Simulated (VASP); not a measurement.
# SrCl2 (Fm-3m) in VASP: further runs, part 3 of 3

VASP 6.6.1. The steps go on from the part before.

## (5) Relaxation of cell and atoms, PBEsol, target pressure 2 GPa, at which the enthalpy is minimised

This run uses another cell than the first one, of 27.50 Å³/atom, 1.049 times its volume.

INCAR

```
SYSTEM = SrCl2
ALGO = Normal ; EDIFF = 1E-7
EDIFFG = -0.002 ; ENCUT = 600
GGA = PS ; IBRION = 2
ISIF = 3 ; ISMEAR = 0
LASPH = .TRUE. ; LCHARG = .FALSE.
LREAL = .FALSE. ; LWAVE = .FALSE.
NELM = 60 ; NSW = 100
PREC = Accurate ; PSTRESS = 20.0
SIGMA = 0.01
```

KPOINTS

```
k-points
0
G
  6 6 6
  0 0 0
```

POSCAR

```
SrCl2
1.0
    0.0000000000      3.4553207776      3.4553207776
    3.4553207776      0.0000000000      3.4553207776
    3.4553207776      3.4553207776      0.0000000000
Sr Cl
1 2
Direct
    0.0000000000      0.0000000000      0.0000000000
    0.2500000000      0.2500000000      0.2500000000
    0.7500000000      0.7500000000      0.7500000000
```

Potentials or basis: VASP PAW PBE potentials, release 64 (Sr_sv, Cl).

Run with:

```console
$ cat potpaw_PBE.64/Sr_sv/POTCAR potpaw_PBE.64/Cl/POTCAR > POTCAR
$ mpirun -np 1 vasp_std > vasp.out
```

OUTCAR:

```text
SYSTEM = SrCl2
   EDIFF = 1E-7
   EDIFFG = -0.002
   ENCUT = 600
   GGA = PS
   IBRION = 2
   ISIF = 3
   ISMEAR = 0
   LASPH = .TRUE.
   LREAL = .FALSE.
   NELM = 60
   NSW = 100
   PREC = Accurate
   PSTRESS = 20.0

 ion  position               nearest neighbor table
   1  0.000  0.000  0.000-   3 2.99   3 2.99   3 2.99   2 2.99   2 2.99   2 2.99   3 2.99   2 2.99

   2  0.250  0.250  0.250-   1 2.99   1 2.99   1 2.99   1 2.99
   3  0.750  0.750  0.750-   1 2.99   1 2.99   1 2.99   1 2.99

  LATTYP: Found a face centered cubic cell.
 ALAT       =     6.9106415552

  Lattice vectors:

 A1 = (   0.0000000000,   3.4553207776,   3.4553207776)
 A2 = (   3.4553207776,   0.0000000000,   3.4553207776)
 A3 = (   3.4553207776,   3.4553207776,   0.0000000000)

Analysis of symmetry for initial positions (statically):
=====================================================================
 Subroutine PRICEL returns:
 Original cell was already a primitive cell.

 Routine SETGRP: Setting up the symmetry group for a
 face centered cubic supercell.

 Subroutine GETGRP returns: Found 48 space group operations
 (whereof 48 operations were pure point group operations)
 out of a pool of 48 trial point group operations.

The static configuration has the point symmetry O_h .

Analysis of symmetry for dynamics (positions and initial velocities):
=====================================================================
 Subroutine PRICEL returns:
 Original cell was already a primitive cell.

 Routine SETGRP: Setting up the symmetry group for a
 face centered cubic supercell.

 Subroutine GETGRP returns: Found 48 space group operations
 (whereof 48 operations were pure point group operations)
 out of a pool of 48 trial point group operations.

The dynamic configuration has the point symmetry O_h .

 Subroutine INISYM returns: Found 48 space group operations
 (whereof 48 operations are pure point group operations),
 and found     1 'primitive' translations

----------------------------------------------------------------------------------------

                                     Primitive cell

  volume of cell :      82.5078

  direct lattice vectors                    reciprocal lattice vectors
     0.000000000  3.455320778  3.455320778    -0.144704365  0.144704365  0.144704365
     3.455320778  0.000000000  3.455320778     0.144704365 -0.144704365  0.144704365
     3.455320778  3.455320778  0.000000000     0.144704365  0.144704365 -0.144704365

  length of vectors
     4.886561506  4.886561506  4.886561506     0.250635313  0.250635313  0.250635313

  position of ions in fractional coordinates (direct lattice)
     0.000000000  0.000000000  0.000000000
     0.250000000  0.250000000  0.250000000
     0.750000000  0.750000000  0.750000000

  ion indices of the primitive-cell ions
   primitive index   ion index
                 1           1
                 2           2
                 3           3

----------------------------------------------------------------------------------------

 KPOINTS: k-points

Automatic generation of k-mesh.
 Grid dimensions read from file:
 generate k-points for:    6    6    6

 Generating k-lattice:

  Cartesian coordinates                     Fractional coordinates (reciprocal lattice)
    -0.024117394  0.024117394  0.024117394     0.166666667  0.000000000  0.000000000
     0.024117394 -0.024117394  0.024117394     0.000000000  0.166666667  0.000000000
     0.024117394  0.024117394 -0.024117394     0.000000000  0.000000000  0.166666667

  Length of vectors
     0.041772552  0.041772552  0.041772552

  Shift w.r.t. Gamma in fractional coordinates (k-lattice)
     0.000000000  0.000000000  0.000000000

 Subroutine IBZKPT returns following result:
 ===========================================

 Found     16 irreducible k-points:

 Following reciprocal coordinates:
            Coordinates               Weight
  0.000000  0.000000  0.000000      1.000000
  0.166667  0.000000  0.000000      8.000000
  0.333333  0.000000  0.000000      8.000000
  0.500000  0.000000  0.000000      4.000000
  0.166667  0.166667  0.000000      6.000000
  0.333333  0.166667  0.000000     24.000000
[... 8 lines left out ...]
 -0.333333  0.333333  0.166667     24.000000
 -0.333333  0.500000  0.166667     12.000000
   k-points           NKPTS =     16   k-points in BZ     NKDIM =     16   number of bands    NBANDS=     16
   number of dos      NEDOS =    301   number of ions     NIONS =      3
   total plane-waves  NPLWV =  64000
   dimension x,y,z NGX =    40 NGY =   40 NGZ =   40
   dimension x,y,z NGXF=    80 NGYF=   80 NGZF=   80
   ions per type =               1   2
   NGX,Y,Z   is equivalent  to a cutoff of  13.61, 13.61, 13.61 a.u.
   NGXF,Y,Z  is equivalent  to a cutoff of  27.22, 27.22, 27.22 a.u.
 SYSTEM =  SrCl2
   PREC   = accura    normal or accurate (medium, high low for compatibility)
   ISTART =      0    job   : 0-new  1-cont  2-samecut
   ICHARG =      2    charge: 1-file 2-atom 10-const
   ISPIN  =      1    spin polarized calculation?
   LNONCOLLINEAR =      F non collinear calculations
   LSORBIT =      F    spin-orbit coupling
   LASPH  =      T    aspherical Exc in radial PAW
   ENCUT  =  600.0 eV  44.10 Ry    6.64 a.u.   9.76  9.76  9.76*2*pi/ulx,y,z
   NELM   =     60;   NELMIN=  2; NELMDL= -5     # of ELM steps
   EDIFF  = 0.1E-06   stopping-criterion for ELM
   LREAL  =      F    real-space projection
   EDIFFG = -.2E-02   stopping-criterion for IOM
   NSW    =    100    number of steps for IOM
   IBRION =      2    ionic relax: 0-MD 1-quasi-New 2-CG
   NFREE  =      1    steps in history (QN), initial steepest desc. (CG)
   ISIF   =      3    stress and relaxation
   ISYM   =      2    0-nonsym 1-usesym 2-fastsym
   POTIM  = 0.5000    time-step for ionic-motion
   TEBEG  =    0.0;   TEEND  =   0.0 temperature during run
   PSTRESS=   20.0 pullay stress
   NELECT =      24.0000    total number of electrons
   NUPDOWN=      -1.0000    fix difference up-down
   EMIN   =  10.00;   EMAX   =-10.00  energy-range for DOS
   EFERMI =   0.00;   METHOD = LEGACY
   ISMEAR =     0;   SIGMA  =   0.01  broadening in eV -4-tet -1-fermi 0-gaus
   EFERMI_NEDOS =   21; number of points for ismear=-14 and -15
   IALGO  =     38    algorithm
   IMIX   =      4    mixing-type and parameters
     AMIX     =   0.40;   BMIX     =  1.00
     AMIX_MAG =   1.60;   BMIX_MAG =  1.00
  volume/ion in A,a.u.               =      27.50       185.60
  Fermi-wavevector in a.u.,A,eV,Ry     =   1.084710  2.049804 16.008550  1.176595
  Thomas-Fermi vector in A             =   2.220806
   LORBIT       =      0    0 simple, 1 ext, 2 COOP (PROOUT), +10 PAW based schemes
   GGA     = PS    functional components
   LHFCALC =     F    Hartree Fock is set to
   AEXX    =    0.0000 exact exchange contribution
   IVDW    =     0    specifies the selected vdW correction
   LEPSILON=     F    determine dielectric tensor
   LRPA    =     F    only Hartree local field effects (RPA)
 conjugate gradient relaxation of ions
 non-spin polarized calculation
 Gauss-broadening in eV      SIGMA  =   0.01
  energy-cutoff  :      600.00
  volume of cell :       82.51
 maximum number of plane-waves:      2778
   NGX = 19   NGY = 19   NGZ = 19

--------------------------------------- Ionic step        1  -------------------------------------------

 number of electron      24.0000003 magnetization

 Free energy of the ion-electron system (eV)
  ---------------------------------------------------
  ext. energy  EPLUGINS =         0.00000000
  ---------------------------------------------------
  free energy    TOTEN  =       -13.34281211 eV

  energy without entropy =      -13.34281211  energy(sigma->0) =      -13.34281211

------------------------ aborting loop because EDIFF is reached ----------------------------------------

  FORCE on cell =-STRESS in cart. coord.  units (eV):
  Direction    XX          YY          ZZ          XY          YZ          ZX
  --------------------------------------------------------------------------------------
  -------------------------------------------------------------------------------------
  Total        0.0682076      0.0682076      0.0682076      0.0000000     -0.0000000      0.0000000
  in kB        1.3244892      1.3244892      1.3244892      0.0000000     -0.0000000      0.0000000
  external PRESSURE =     -18.6755108 kB  Pullay stress =      20.0000000 kB
[... 63 lines left out ...]
  enthalpy is  TOTEN    =       -12.3341177901 eV   P V=        0.9828951697

--------------------------------------- Ionic step        3  -------------------------------------------

 number of electron      23.9999998 magnetization

 Free energy of the ion-electron system (eV)
  ---------------------------------------------------
  ext. energy  EPLUGINS =         0.00000000
  ---------------------------------------------------
  free energy    TOTEN  =       -13.32008353 eV

  energy without entropy =      -13.32008353  energy(sigma->0) =      -13.32008353

 E-fermi :   0.7112     XC(G=0):  -8.8166

 val. band max:        0.5796203871   @ k =   0.5000   0.5000   0.0000
 cond. band min:       5.8798035735   @ k =   0.5000   0.5000   0.0000
 fundamental gap:      5.3001831864
 Fermi energy:         0.7111983839

 k-point     1 :       0.0000    0.0000    0.0000
  band No.  band energies     occupation
      1     -31.9993      2.00000
      2     -14.0519      2.00000
      3     -14.0519      2.00000
      4     -14.0519      2.00000
      5     -12.9574      2.00000
      6     -11.9292      2.00000
[... 8 lines left out ...]
     15       6.4983      0.00000
     16       9.5686      0.00000
[... 313 lines left out ...]
  FREE ENERGIE OF THE ION-ELECTRON SYSTEM (eV)
  ---------------------------------------------------
  free  energy   TOTEN  =       -13.3200835275 eV

  energy  without entropy=      -13.3200835275  energy(sigma->0) =      -13.32008353

  enthalpy is  TOTEN    =       -12.3342268368 eV   P V=        0.9858566907

 reached required accuracy - stopping structural energy minimisation
```

CONTCAR:

```text
SrCl2
   1.00000000000000
     0.0000000000000000    3.4052954106108744    3.4052954106108744
     3.4052954106108744   -0.0000000000000000    3.4052954106108744
     3.4052954106108744    3.4052954106108744   -0.0000000000000000
  Sr              Cl
     1     2
Direct
     0.0000000000000000    0.0000000000000000    0.0000000000000000
     0.2500000000000000    0.2500000000000000    0.2500000000000000
     0.7500000000000000    0.7500000000000000    0.7500000000000000

  0.00000000E+00  0.00000000E+00  0.00000000E+00
  0.00000000E+00  0.00000000E+00  0.00000000E+00
  0.00000000E+00  0.00000000E+00  0.00000000E+00
```

Wall time 78 s (1 thread of Intel Xeon 6975P-C, shared host); peak memory 0.25 GiB.

What came out:

* Free energy: -13.3201 eV
* Relaxed volume: 26.33 Å³/atom
* Relaxed cell: a = 4.816 Å, b = 4.816 Å, c = 4.816 Å, α = 60.00°, β = 60.00°, γ = 60.00°
* Space group after relaxing (to 0.05 Å): Fm-3m (No. 225)
* Energy change on relaxing (the enthalpy is what falls): +7.6 meV/atom
* Ionic steps: 3
* Pressure after relaxing: 2.0 GPa
* Band gap on the k mesh: 5.30 eV, direct

Step by step:
```
step  energy change (eV)  largest force (eV/Å)  pressure (GPa)  volume (Å³)
   1              0.0000                0.0000            0.13        82.51
   2              0.0258                0.0000            2.14        78.74
   3              0.0227                0.0000            2.00        78.98
```

Final structure:
```
Sr Cl
1.0
     0.00000    3.40530    3.40530
     3.40530    0.00000    3.40530
     3.40530    3.40530    0.00000
Sr Cl
1 2
Direct
  0.00000 0.00000 0.00000
  0.25000 0.25000 0.25000
  0.75000 0.75000 0.75000
```

Levels at points of the mesh, in eV from the valence-band top:
| k point | band 10 | band 11 | band 12 | band 13 | band 14 | band 15 |
| --- | --- | --- | --- | --- | --- | --- |
| (0.00, 0.00, 0.00) | -0.37 | -0.37 | -0.37 | 5.40 | 5.92 | 5.92 |
| (0.50, 0.00, 0.00) | -1.49 | -1.17 | -1.17 | 6.64 | 6.64 | 7.66 |
| (0.50, 0.50, 0.00) | -0.47 | -0.47 | 0.00 | 5.30 | 7.11 | 7.67 |

Caveat: the cell is relaxed towards a set pressure, so the enthalpy falls and the energy may rise; the PAW data sets were made with another functional, which shifts forces and pressure a little. PBEsol gaps usually lie below the measured ones, often by a third to a half.

## (6) Relaxation of cell and atoms, PBEsol, target pressure 4 GPa, at which the enthalpy is minimised

This run uses another cell than the first one, of 27.50 Å³/atom, 1.049 times its volume.

INCAR

```
PREC = Accurate
ENCUT = 600
EDIFF = 1E-6
ISMEAR = 0
SIGMA = 0.01
LREAL = F
LASPH = T
NELM = 80
ALGO = Normal
ISIF = 3
LWAVE = F
LCHARG = F
GGA = PS
IBRION = 2
NSW = 100
EDIFFG = -0.002
PSTRESS = 40.0
```

KPOINTS

```
regular mesh
0
Gamma
  6 6 6
```

POSCAR is that of step 5.

Potentials or basis: VASP PAW PBE potentials, release 64 (Sr_sv, Cl).

Run with:

```console
$ cat potpaw_PBE.64/Sr_sv/POTCAR potpaw_PBE.64/Cl/POTCAR > POTCAR
$ mpirun -np 1 vasp_std > vasp.out
```

It took 70 s on 1 thread of Intel Xeon 6975P-C, shared host; peak memory 0.25 GiB.

Results (log left out):

```
Free energy                                            : -13.2638 eV
Relaxed volume                                         : 25.31 Å³/atom
Relaxed cell                                           : a = 4.753 Å, b = 4.753 Å, c = 4.753 Å, α = 60.00°, β = 60.00°, γ = 60.00°
Space group after relaxing (to 0.05 Å)                 : Fm-3m (No. 225)
Energy change on relaxing (the enthalpy is what falls) : +26.3 meV/atom
Ionic steps                                            : 3
Pressure after relaxing                                : 4.0 GPa
Band gap on the k mesh                                 : 5.26 eV, direct
```

Step by step:
```csv
step,energy change (eV),largest force (eV/Å),pressure (GPa),volume (Å³)
1,0.0000,0.0000,0.13,82.51
2,0.1097,0.0000,4.86,74.83
3,0.0790,0.0000,4.00,75.94
```

Final structure:
```
Sr Cl
1.0
     0.00000    3.36108    3.36108
     3.36108    0.00000    3.36108
     3.36108    3.36108    0.00000
Sr Cl
1 2
Direct
  0.00000 0.00000 0.00000
  0.25000 0.25000 0.25000
  0.75000 0.75000 0.75000
```

Levels at points of the mesh, in eV from the valence-band top:
```csv
k point,band 10,band 11,band 12,band 13,band 14,band 15
"(0.00, 0.00, 0.00)",-0.39,-0.39,-0.39,5.55,5.87,5.87
"(0.50, 0.00, 0.00)",-1.56,-1.22,-1.22,6.65,6.65,7.78
"(0.50, 0.50, 0.00)",-0.51,-0.51,0.00,5.26,7.21,7.75
```

Caveat: the cell is relaxed towards a set pressure, so the enthalpy falls and the energy may rise; the PAW data sets were made with another functional, which shifts forces and pressure a little.

## (7) The runs side by side

| task | cell | cutoff (eV) | gap on the mesh (eV) | pressure (GPa) |
| --- | --- | --- | --- | --- |
| single point | a = 4.809 Å, angles 60.0°, 3 atoms | 520 | 5.30 | 2.2 |
| single point | a = 4.845 Å, angles 60.0°, 3 atoms | 520 | 5.32 | 1.2 |
| relaxation of cell and atoms | relaxed to 1 GPa from a = 4.887 Å, angles 60.0°, 3 atoms | 600 | 5.32 | 1.0 |
| relaxation of cell and atoms | relaxed to 2 GPa from a = 4.887 Å, angles 60.0°, 3 atoms | 600 | 5.30 | 2.0 |
| relaxation of cell and atoms | relaxed to 4 GPa from a = 4.887 Å, angles 60.0°, 3 atoms | 600 | 5.26 | 4.0 |

Alike in all rows: level PBEsol; potentials or basis VASP PAW PBE potentials, release 64 (Sr_sv, Cl); no spin polarisation; k mesh 6 × 6 × 6; smearing gaussian 0.01 eV.

Caveats: the PAW data sets were made with another functional, which shifts forces and pressure a little; the cell is relaxed towards a set pressure, so the enthalpy falls and the energy may rise (some runs).

Total energies depend on the potentials used, so only differences within one code and one set of settings carry meaning.
